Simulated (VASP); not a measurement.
Runs of VASP 6.6.1 on EuS. The structure is that of space group Fm-3m (No. 225), or close to it. The cells are those of the table. 

```csv
spin,cell,k mesh,gap on the mesh (eV),pressure (GPa),moment (μB)
"collinear, ferromagnetic start","a = 4.212 Å, angles 60.0°, 2 atoms",4 × 4 × 4,(a),(c),7.00
"collinear, ferrimagnetic start","a = 4.219 Å, angles 60.0°, 2 atoms",8 × 8 × 8,0.45,0.8,7.00
"collinear, ferrimagnetic start","a = 4.233 Å, angles 60.0°, 2 atoms",8 × 8 × 8,0.50,(b),7.00
"collinear, ferromagnetic start","a = 4.212 Å, angles 60.0°, 2 atoms",8 × 8 × 8,0.42,1.0,7.00
```

Alike in all rows: task single point; level PBE+U; potentials or basis VASP PAW PBE potentials, release 64 (Eu, S); Eu f U = 6.0 eV; cutoff (eV) 600; smearing gaussian 0.05 eV.

Problem. Fill in the values left out.

Solution. (a) 0.41; (b) 0.3; (c) 1.2.

Caveats: some runs use coarse meshes; spin-orbit coupling is left out, which moves the levels of the heavy elements; a cell with one magnetic atom can't hold antiferromagnetic order, which such compounds often take.

A k mesh can miss the band edges, and the runs leave out spin-orbit coupling on Eu.
